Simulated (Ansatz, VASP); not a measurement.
**Two plane-wave programs on SnSe2**

INCAR

```
SYSTEM = SnSe2
PREC = Accurate ; ENCUT = 520
EDIFF = 1E-6 ; ISMEAR = 0
SIGMA = 0.02 ; LREAL = .FALSE.
LASPH = .TRUE. ; NELM = 80
ALGO = Normal ; ISIF = 2
LWAVE = .FALSE. ; LCHARG = .TRUE.
GGA = PS ; LELF = .TRUE.
LVHAR = .TRUE. ; NBANDS = 20
```

File KPOINTS:

```
regular mesh
0
G
  12 12 6
  0 0 0
```

File POSCAR:

```
SnSe2
1.0
    3.6647507894      0.0000000000      0.0000000000
   -1.8323753947      3.1737672822      0.0000000000
    0.0000000000      0.0000000000      6.4215349152
Sn Se
1 2
Direct
    0.0000000000      0.0000000000      0.0000000000
    0.6666666667      0.3333333333      0.7451433745
    0.3333333333      0.6666666667      0.2548566255
```

Input for Ansatz:

```yaml
crystal:
  lattice:
    - [3.6647507894, 0.0, 0.0]
    - [-1.8323753947, 3.1737672822, 0.0]
    - [0.0, 0.0, 6.4215349152]
  atoms:
    - { symbol: Sn, position: [0.0, 0.0, 0.0] }
    - { symbol: Se, position: [0.6666666667, 0.3333333333, 0.7451433745] }
    - { symbol: Se, position: [0.3333333333, 0.6666666667, 0.2548566255] }
basis:
  ecutwfc: 420
kpoints:
  mp_grid: { grid: [12, 12, 6] }
  band_path: { path: [VBM, CBM], npoints: 2 }
hamiltonian:
  xc: pbesol
scf:
  occupations: { method: gaussian, width: 0.02 }
output:
  forces: true
  stress: true
  eigenvalues: true
checkpoint:
  read: start.run
  write: ck
  compress: false
  write_wavefunctions: false
  write_every: 100000
```

Alike in both runs: task single point; functional PBEsol; k mesh 12 × 12 × 6; occupations gaussian, width 0.02 eV; no spin polarisation.

|  | VASP | Ansatz |
| --- | --- | --- |
| version | VASP 6.6.1 | Ansatz 0.2.0 |
| potentials or method | VASP PAW PBE potentials, release 64 (Sn_d, Se), cutoff 520 eV | scalar-relativistic, plane waves, PAW |
| valence electrons in the cell | 26 | 46 |

VASP gave:

```
gap on the k mesh at the Fermi level (eV)                     : 0.27
least direct gap on the mesh (eV)                             : 1.01
pressure (GPa)                                                : 3.9
traceless stress, the component that is largest in VASP (GPa) : -3.72
rms of the force components (eV/Å)                            : 0.011
```

Problem. Which values does Ansatz return?

Solution. gap on the k mesh at the Fermi level (eV): 0.27; least direct gap on the mesh (eV): 1.01; pressure (GPa): 3.8; traceless stress, the component that is largest in VASP (GPa): -3.75; rms of the force components (eV/Å): 0.000.

VASP's potentials were made for PBE, not for PBEsol. Atom by atom the forces differ by 0.012 eV/Å (rms over components). VASP's potentials hold 26 valence electrons a cell and Ansatz's 46, so a difference there can come from the potentials and not from the codes.
